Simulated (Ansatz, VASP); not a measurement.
**Two plane-wave programs on MgO**

The input INCAR:

```
SYSTEM = MgO
PREC     = Accurate       ! precision mode
ENCUT    = 750            ! plane-wave cutoff, eV
EDIFF    = 1E-6           ! SCF threshold, eV
ISMEAR   = 0              ! smearing method
SIGMA    = 0.05           ! smearing width, eV
LREAL    = .False.        ! projectors in reciprocal space
LASPH    = .True.         ! aspherical terms in the spheres
NELM     = 120            ! most SCF steps
ALGO     = Normal         ! electronic algorithm
ISIF     = 2              ! what is computed and relaxed
LWAVE    = .False.        ! write WAVECAR
LCHARG   = .False.        ! write CHGCAR
NBANDS   = 15             ! bands
GGA_COMPAT= .False.
```

The input KPOINTS:

```
regular mesh
0
Gamma
  10 10 10
  0 0 0
```

POSCAR

```
MgO
1.0
    0.0000000000      2.1351500000      2.1351500000
    2.1351500000      0.0000000000      2.1351500000
    2.1351500000      2.1351500000      0.0000000000
Mg O
1 1
Direct
    0.0000000000      0.0000000000      0.0000000000
    0.5029271948      0.5029271948      0.4970728052
```

Input for Ansatz:

```yaml
crystal:
  lattice:
    - [0.0, 2.13515, 2.13515]
    - [2.13515, 0.0, 2.13515]
    - [2.13515, 2.13515, 0.0]
  atoms:
    - { symbol: Mg, position: [0.0, 0.0, 0.0] }
    - { symbol: O, position: [0.5029271948, 0.5029271948, 0.4970728052] }
basis:
  ecutwfc: 420
kpoints:
  mp_grid: { grid: [10, 10, 10] }
hamiltonian:
  xc: lda
scf:
  occupations: { method: gaussian, width: 0.05 }
output:
  forces: true
  stress: true
  eigenvalues: true
```

Change from the starting cell: all O atoms moved +0.013 Å, as atom 2 along Cartesian [0 0 1].

Alike in both runs: task single point; functional LDA; k mesh 10 × 10 × 10; occupations gaussian, width 0.05 eV; no spin polarisation.

|  | VASP | Ansatz |
| --- | --- | --- |
| version | VASP 6.6.1 | Ansatz 0.2.0 |
| potentials or method | VASP PAW LDA potentials, release 64 (Mg_sv, O), cutoff 750 eV | scalar-relativistic, plane waves, PAW |
| valence electrons in the cell | 16 | 16 |

|  | VASP | Ansatz | Ansatz less VASP |
| --- | --- | --- | --- |
| gap on the k mesh at the Fermi level (eV) | 4.28 | 4.27 | -0.016 |
| least direct gap on the mesh (eV) | 4.28 | 4.27 | -0.016 |
| pressure (GPa) | -11.7 | -11.6 | +0.15 |
| rms of the force components (eV/Å) | 0.029 | 0.028 | -0.0010 |

LDA's correlation is that of Perdew and Zunger in VASP and of Perdew and Wang (1992) in Ansatz. Atom by atom the forces differ by 0.001 eV/Å (rms over components).
